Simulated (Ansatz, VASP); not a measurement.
## Bi: VASP beside Ansatz

```
Bi
1.0
    -1.97620    1.97620    1.97620
     1.97620   -1.97620    1.97620
     1.97620    1.97620   -1.97620
Bi
1
Direct
  0.00000 0.00000 0.00000
```

Alike in both runs: task single point; functional PBEsol; k mesh 16 × 16 × 16; occupations gaussian, width 0.1 eV; no spin polarisation.

|  | VASP | Ansatz |
| --- | --- | --- |
| version | VASP 6.6.1 | Ansatz 0.2.0 |
| potentials or method | VASP PAW PBE potentials, release 64 (Bi_d), cutoff 520 eV | scalar-relativistic, plane waves, PAW |
| valence electrons in the cell | 15 | 15 |

|  | VASP | Ansatz | Ansatz less VASP |
| --- | --- | --- | --- |
| gap on the k mesh at the Fermi level (eV) | none | none | - |
| pressure (GPa) | -1.7 | -1.6 | +0.06 |

VASP's potentials were made for PBE, not for PBEsol. A gap of «none» marks a metal or a gap that the smearing closes. The functional is the same, so the differences come from potentials, cutoffs and numerics.

Neither program's run includes spin-orbit coupling.
